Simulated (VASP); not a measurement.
# Si8C7 (a cell with a defect) in VASP: a series of runs

Runs on Si8C7 (a cell with a defect). Level: PBE. Tasks: single point.

All numbers are computed with VASP 6.6.1; they aren't measurements. Logs are shortened: lines on timing, memory, paths and dates and some standing lists are left out, and cuts for length are marked.

## 1. The cell of the first run

The cell holds a defect, 15 atoms: a = 5.074 Å, b = 6.184 Å, c = 6.184 Å, α = 120.00°, β = 90.00°, γ = 90.00°.

## 2. Single point, PBE

Input file INCAR:

```
PREC = Accurate ; ENCUT = 520
EDIFF = 1E-7 ; ISMEAR = 0
SIGMA = 0.01 ; LREAL = Auto
LASPH = T ; NELM = 100
ALGO = Normal ; ISIF = 2
LWAVE = F ; LCHARG = F
GGA = PE ; NBANDS = 43
```

Input file KPOINTS:

```
Automatic mesh
0
Gamma
  4 4 4
```

Input file POSCAR:

```
Si8C7
1.0
    0.0000000000      0.0000000000     -5.0742922873
    3.0919365181     -5.3553911431      0.0000000000
   -6.1838730361      0.0000000000      0.0000000000
Si C
8 7
Direct
    0.4887133215      0.1666666667      0.3333333333
    0.5023701408      0.6666603898      0.3333207797
    0.5023701408      0.1666792203      0.8333396102
    0.5023701408      0.6666603898      0.8333396102
   -0.0019987685      0.3370095720      0.1629904280
   -0.0019987685      0.8259808559      0.1629904280
   -0.0019987685      0.3370095720      0.6740191441
   -0.0000887411      0.8333333333      0.6666666667
    0.1280167933      0.6684100018      0.3368200036
    0.1280167933      0.1631799964      0.8315899982
    0.1280167933      0.6684100018      0.8315899982
    0.6248504353      0.3340862661      0.1659137339
    0.6248504353      0.8318274679      0.1659137339
    0.6248504353      0.3340862661      0.6681725321
    0.6270779098      0.8333333333      0.6666666667
```

Potentials or basis: VASP PAW PBE potentials, release 64 (Si, C).

Launch:

```
> cat potpaw_PBE.64/Si/POTCAR potpaw_PBE.64/C/POTCAR > POTCAR
> mpirun -np 1 vasp_std > vasp.out
```

OUTCAR:

```text
PREC = Accurate
   ENCUT = 520
   EDIFF = 1E-7
   ISMEAR = 0
   LREAL = Auto
   LASPH = T
   NELM = 100
   ISIF = 2
   GGA = PE

 ion  position               nearest neighbor table
   1  0.489  0.167  0.333-  14 1.92  12 1.92  13 1.92   5 3.09   7 3.09   6 3.09   3 3.09   2 3.09
                             4 3.09   4 3.09   3 3.09   2 3.09
   2  0.502  0.667  0.333-  12 1.89  13 1.89  15 1.89   9 1.90   6 3.07   5 3.07   4 3.09   3 3.09
                             4 3.09   3 3.09   8 3.09   1 3.09   1 3.09   6 3.11   5 3.11   8 3.11
   3  0.502  0.167  0.833-  12 1.89  14 1.89  15 1.89  10 1.90   5 3.07   7 3.07   2 3.09   4 3.09
                             2 3.09   4 3.09   8 3.09   1 3.09   1 3.09   5 3.11   7 3.11   8 3.11
   4  0.502  0.667  0.833-  13 1.89  14 1.89  15 1.89  11 1.90   6 3.07   7 3.07   2 3.09   3 3.09
                             2 3.09   3 3.09   8 3.09   1 3.09   1 3.09   6 3.11   7 3.11   8 3.11
   5  0.998  0.337  0.163-  12 1.89  10 1.89   9 1.89   7 3.02   6 3.02   3 3.07   2 3.07   1 3.09
                             8 3.09   8 3.09   3 3.11   2 3.11
   6  0.998  0.826  0.163-  13 1.89   9 1.89  11 1.89   7 3.02   5 3.02   4 3.07   2 3.07   1 3.09
                             8 3.09   8 3.09   4 3.11   2 3.11
   7  0.998  0.337  0.674-  14 1.89  10 1.89  11 1.89   5 3.02   6 3.02   3 3.07   4 3.07   1 3.09
                             8 3.09   8 3.09   3 3.11   4 3.11
   8  1.000  0.833  0.667-  11 1.88   9 1.88  10 1.88  15 1.89   2 3.09   4 3.09   3 3.09   6 3.09
                             6 3.09   5 3.09   5 3.09   7 3.09   7 3.09   2 3.11   4 3.11   3 3.11
   9  0.128  0.668  0.337-   8 1.88   6 1.89   5 1.89   2 1.90
  10  0.128  0.163  0.832-   8 1.88   7 1.89   5 1.89   3 1.90
  11  0.128  0.668  0.832-   8 1.88   6 1.89   7 1.89   4 1.90
  12  0.625  0.334  0.166-   3 1.89   2 1.89   5 1.89   1 1.92
  13  0.625  0.832  0.166-   4 1.89   2 1.89   6 1.89   1 1.92
  14  0.625  0.334  0.668-   4 1.89   3 1.89   7 1.89   1 1.92
  15  0.627  0.833  0.667-   8 1.89   2 1.89   4 1.89   3 1.89

  LATTYP: Found a hexagonal cell.
 ALAT       =     6.1838730362
 C/A-ratio  =     0.8205686400

  Lattice vectors:

 A1 = (   3.0919365181,  -5.3553911431,   0.0000000000)
 A2 = (  -6.1838730361,   0.0000000000,   0.0000000000)
 A3 = (   0.0000000000,   0.0000000000,  -5.0742922873)

Analysis of symmetry for initial positions (statically):
=====================================================================
 Subroutine PRICEL returns:
 Original cell was already a primitive cell.

 Routine SETGRP: Setting up the symmetry group for a
[... 154 lines left out ...]
   IMIX   =      4    mixing-type and parameters
     AMIX     =   0.40;   BMIX     =  1.00
     AMIX_MAG =   1.60;   BMIX_MAG =  1.00
  volume/ion in A,a.u.               =      11.20        75.60
  Fermi-wavevector in a.u.,A,eV,Ry     =   1.161403  2.194733 18.352303  1.348856
  Thomas-Fermi vector in A             =   2.297975
   LORBIT       =      0    0 simple, 1 ext, 2 COOP (PROOUT), +10 PAW based schemes
   GGA     = PE    functional components
   LHFCALC =     F    Hartree Fock is set to
   AEXX    =    0.0000 exact exchange contribution
   IVDW    =     0    specifies the selected vdW correction
   LEPSILON=     F    determine dielectric tensor
   LRPA    =     F    only Hartree local field effects (RPA)
 non-spin polarized calculation
 Gauss-broadening in eV      SIGMA  =   0.01
  energy-cutoff  :      520.00
  volume of cell :      168.05
 maximum number of plane-waves:      4542
 NGX is ok and might be reduce to    40
   NGX = 19   NGY = 23   NGZ = 23

 number of electron      60.0000001 magnetization

 Free energy of the ion-electron system (eV)
  ---------------------------------------------------
  ext. energy  EPLUGINS =         0.00000000
  ---------------------------------------------------
  free energy    TOTEN  =      -107.19193267 eV

  energy without entropy =     -107.19169164  energy(sigma->0) =     -107.19181216

 E-fermi :   9.4969     XC(G=0): -11.1076

 val. band max:        9.4255078372   @ k =   0.5000   0.2500   0.0000
 cond. band min:       9.4999790608   @ k =   0.0000   0.5000   0.0000
 fundamental gap:      0.0744712237
 Fermi energy:         9.4969333589

 k-point     1 :       0.0000    0.0000    0.0000
  band No.  band energies     occupation
      1      -7.5790      2.00000
      2      -4.5652      2.00000
      3      -4.5652      2.00000
      4      -4.3783      2.00000
      5      -3.7704      2.00000
      6      -3.0685      2.00000
[... 574 lines left out ...]
     41      14.1059      0.00000
     42      14.3558      0.00000
 [bands above 42 left out]

------------------------ aborting loop because EDIFF is reached ----------------------------------------

  FORCE on cell =-STRESS in cart. coord.  units (eV):
  Direction    XX          YY          ZZ          XY          YZ          ZX
  --------------------------------------------------------------------------------------
  -------------------------------------------------------------------------------------
  Total       -0.5108793     -0.5108793      0.5945669      0.0000000      0.0000000      0.0000000
  in kB       -4.8708155     -4.8708155      5.6687076      0.0000000      0.0000000      0.0000000
  external PRESSURE =      -1.3576411 kB  Pullay stress =       0.0000000 kB

 VOLUME and BASIS-vectors are now :
 -----------------------------------------------------------------------------
  energy-cutoff  :      520.00
  volume of cell :      168.05
      direct lattice vectors                 reciprocal lattice vectors
     0.000000000  0.000000000 -5.074292287     0.000000000  0.000000000 -0.197071817
     3.091936518 -5.355391143  0.000000000     0.000000000 -0.186727724  0.000000000
    -6.183873036  0.000000000  0.000000000    -0.161710953 -0.093363862  0.000000000

 POSITION                                       TOTAL-FORCE (eV/Angst)
 -----------------------------------------------------------------------------------
     -1.54597     -0.89257     -2.47987         0.000000     -0.000000     -0.024663
      0.00006     -3.57023     -2.54917         0.011302      0.006525      0.009797
     -4.63790     -0.89263     -2.54917         0.000000     -0.013050      0.009797
     -3.09199     -3.57023     -2.54917        -0.011302      0.006525      0.009797
      0.03410     -1.80482     -5.06415         0.016325     -0.009425     -0.016432
      1.54597     -4.42345     -5.06415        -0.000000      0.018851     -0.016432
     -3.12604     -1.80482     -5.06415        -0.016325     -0.009425     -0.016432
     -1.54597     -4.46283     -5.07384         0.000000     -0.000000     -0.022904
     -0.01617     -3.57960     -0.64959        -0.011053     -0.006382      0.006675
     -4.63790     -0.87389     -0.64959        -0.000000      0.012763      0.006675
     -3.07577     -3.57960     -0.64959         0.011053     -0.006382      0.006675
      0.00698     -1.78916     -3.17067        -0.002966      0.001712      0.015318
      1.54597     -4.45476     -3.17067         0.000000     -0.003425      0.015318
     -3.09892     -1.78916     -3.17067         0.002966      0.001712      0.015318
     -1.54597     -4.46283     -3.18198         0.000000     -0.000000      0.001493
 -----------------------------------------------------------------------------------
    total drift:                                0.000001      0.000000      0.010964

  FREE ENERGIE OF THE ION-ELECTRON SYSTEM (eV)
  ---------------------------------------------------
  free  energy   TOTEN  =      -107.1919326730 eV

  energy  without entropy=     -107.1916916382  energy(sigma->0) =     -107.19181216
```

OSZICAR:

```text
N       E                     dE             d eps       ncg     rms          rms(c)
DAV:   1     0.167770088372E+03    0.16777E+03   -0.26985E+04  1118   0.125E+03
DAV:   2    -0.102547749517E+03   -0.27032E+03   -0.25914E+03  1395   0.215E+02
DAV:   3    -0.119788160290E+03   -0.17240E+02   -0.17074E+02  1412   0.526E+01
DAV:   4    -0.120111845781E+03   -0.32369E+00   -0.32291E+00  1468   0.801E+00
DAV:   5    -0.120117509038E+03   -0.56633E-02   -0.56594E-02  1476   0.106E+00    0.228E+01
DAV:   6    -0.107363987503E+03    0.12754E+02   -0.41485E+01  1307   0.220E+01    0.101E+01
DAV:   7    -0.107255944688E+03    0.10804E+00   -0.39530E+00  1460   0.712E+00    0.462E+00
DAV:   8    -0.107197329432E+03    0.58615E-01   -0.22034E-01  1340   0.183E+00    0.148E+00
DAV:   9    -0.107191203101E+03    0.61263E-02   -0.28012E-02  1396   0.759E-01    0.232E-01
DAV:  10    -0.107191743740E+03   -0.54064E-03   -0.44352E-03  1412   0.258E-01    0.136E-01
DAV:  11    -0.107191914600E+03   -0.17086E-03   -0.53017E-04  1388   0.103E-01    0.386E-02
DAV:  12    -0.107191929443E+03   -0.14843E-04   -0.71687E-05  1404   0.372E-02    0.144E-02
DAV:  13    -0.107191931516E+03   -0.20727E-05   -0.74963E-06  1428   0.134E-02    0.422E-03
DAV:  14    -0.107191932551E+03   -0.10357E-05   -0.13707E-06  1428   0.476E-03    0.212E-03
DAV:  15    -0.107191932676E+03   -0.12499E-06   -0.22796E-07  1124   0.206E-03    0.112E-03
DAV:  16    -0.107191932673E+03    0.34515E-08   -0.39337E-08   860   0.931E-04
   1 F= -.10719193E+03 E0= -.10719181E+03  d E =-.241035E-03
```

Wall time 2.3 min (1 thread of Intel Xeon Platinum 8259CL at 2.50GHz (Skylake/Cascade Lake), shared host); peak memory 0.29 GiB.

What came out:

| Quantity | Value |
| --- | --- |
| Free energy | -107.1919 eV |
| Pressure | -0.1 GPa |
| Largest force | 0.025 eV/Å |
| Band gap on the k mesh | zero (band 30 reaches 9.90 eV, above the bottom of band 31 at 9.50 eV) |

Forces on the atoms (eV/Å):
```
Si   0.000  0.000 -0.025
Si   0.011  0.007  0.010
Si   0.000 -0.013  0.010
Si  -0.011  0.007  0.010
Si   0.016 -0.009 -0.016
Si   0.000  0.019 -0.016
Si  -0.016 -0.009 -0.016
Si   0.000  0.000 -0.023
C   -0.011 -0.006  0.007
C    0.000  0.013  0.007
C    0.011 -0.006  0.007
C   -0.003  0.002  0.015
C    0.000 -0.003  0.015
C    0.003  0.002  0.015
C    0.000  0.000  0.001
```

[end of part 1 of 2]
